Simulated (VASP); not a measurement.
Ge: single point with r2SCAN

**The experiment to reproduce.**

“Temperature-dependent photoluminescence in Ge: experiment and theory”, 2020, arxiv:2003.00143 reports, for a bulk crystal of Ge at 0 K: band gap 0.744 eV (indirect).

Ge:

```xyz
2
Lattice="0.0000 2.8369 2.8369 2.8369 0.0000 2.8369 2.8369 2.8369 0.0000" Properties=species:S:1:pos:R:3 pbc="T T T"
Ge    0.0000    0.0000    0.0000
Ge    1.4184    1.4184    1.4184
```

```
Program                : VASP 6.6.1
Task                   : single point
Functional             : r2SCAN
Potentials or basis    : VASP PAW PBE potentials, release 64 (Ge_d)
Cutoff                 : 520 eV
k mesh                 : 8 × 8 × 8
Occupations            : fermi-dirac, width 0.02 eV
Spin                   : no spin polarisation
Dipole correction      : no
Further INCAR settings : ALGO = Normal; EDIFF = 1e-06; NBANDS = 21
```

The pressure is 0.0 GPa and the band gap on the k mesh is 0.32 eV.

Levels at points of the mesh, in eV from the valence-band top:
| k point | band 10 | band 11 | band 12 | band 13 | band 14 | band 15 | band 16 | band 17 | band 18 | band 19 |
| --- | --- | --- | --- | --- | --- | --- | --- | --- | --- | --- |
| (0.00, 0.00, 0.00) | -25.21 | -13.24 | 0.00 | 0.00 | 0.00 | 0.32 | 2.71 | 2.71 | 2.71 | 7.04 |
| (0.50, 0.00, 0.00) | -25.19 | -11.07 | -7.83 | -1.47 | -1.47 | 0.42 | 3.99 | 3.99 | 7.65 | 11.15 |
| (0.50, 0.50, 0.00) | -25.17 | -9.18 | -9.18 | -3.20 | -3.20 | 0.98 | 0.98 | 10.03 | 10.03 | 12.26 |

Wall time 49 s on 1 thread of Intel(R) Xeon(R) 6975P-C (Granite Rapids), on a shared host, peak memory 0.17 GiB.

Measured gap of Ge: 0.744 eV (indirect; 0 K; “Temperature-dependent photoluminescence in Ge: experiment and theory”, 2020, arxiv:2003.00143). This calculation gives 0.32 eV (-0.42 eV). 3 values of this kind are on record (0.666 to 0.807 eV); this one was drawn at random among those near their median. Spin-orbit coupling on Ge is left out. The value is that of r2SCAN on a finite k mesh, which can miss the band edges, without temperature or zero-point motion.

Caveat: semilocal functionals underestimate gaps, and a narrow one can read as zero; the PAW data sets were made with another functional, which shifts forces and pressure a little.
